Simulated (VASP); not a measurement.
Here is a VASP 6.6.1 calculation.

The input INCAR:

```
ALGO     = Normal         # electronic algorithm
EDIFF    = 1E-6           # SCF threshold, eV
ENCUT    = 520            # plane-wave cutoff, eV
ISIF     = 2              # what is computed and relaxed
ISMEAR   = 0              # smearing method
LASPH    = True           # aspherical terms in the spheres
LCHARG   = True           # write CHGCAR
LELF     = True           # ELF
LREAL    = False          # projectors in reciprocal space
LVHAR    = True         
LWAVE    = False          # write WAVECAR
NBANDS   = 35             # bands
NELM     = 60             # most SCF steps
PREC     = Accurate       # precision mode
SIGMA    = 0.01           # smearing width, eV
```

Contents of KPOINTS:

```
k-points
0
Gamma
  6 6 2
```

The input POSCAR:

```
WS2
1.0
    3.0642869389      0.0000000000      0.0000000000
   -1.5321434694      2.6537503336      0.0000000000
    0.0000000000      0.0000000000     12.2538286168
W S
2 4
Direct
    0.3333333333      0.6666666667      0.2500000000
    0.6666666667      0.3333333333      0.7500000000
    0.3333333333      0.6666666667      0.6205823209
    0.6666666667      0.3333333333      0.1205823209
    0.3333333333      0.6666666667      0.8794176791
    0.6666666667      0.3333333333      0.3794176791
```

Potentials or basis: VASP PAW LDA potentials, release 64 (W_sv, S).

Run with:

```console
$ cat potpaw_LDA.64/W_sv/POTCAR potpaw_LDA.64/S/POTCAR > POTCAR
$ mpirun -np 1 vasp_std > vasp.out
```

Problem. Predict the band gap on the k mesh.

Solution. 0.92 eV, indirect (least direct gap 2.20 eV).

Problem. Predict the pressure.

Solution. 5.0 GPa.

Problem. Predict the largest force.

Solution. 0.050 eV/Å.

Stress tensor (GPa, compression positive):
```
7.24 0.00 0.00
0.00 7.24 0.00
0.00 0.00 0.42
```

Caveat: the cell differs from its parent crystal (in-plane strain -0.02, then relaxed in part); spin-orbit coupling is left out, which moves the levels of the heavy elements. A k mesh can miss the band edges.
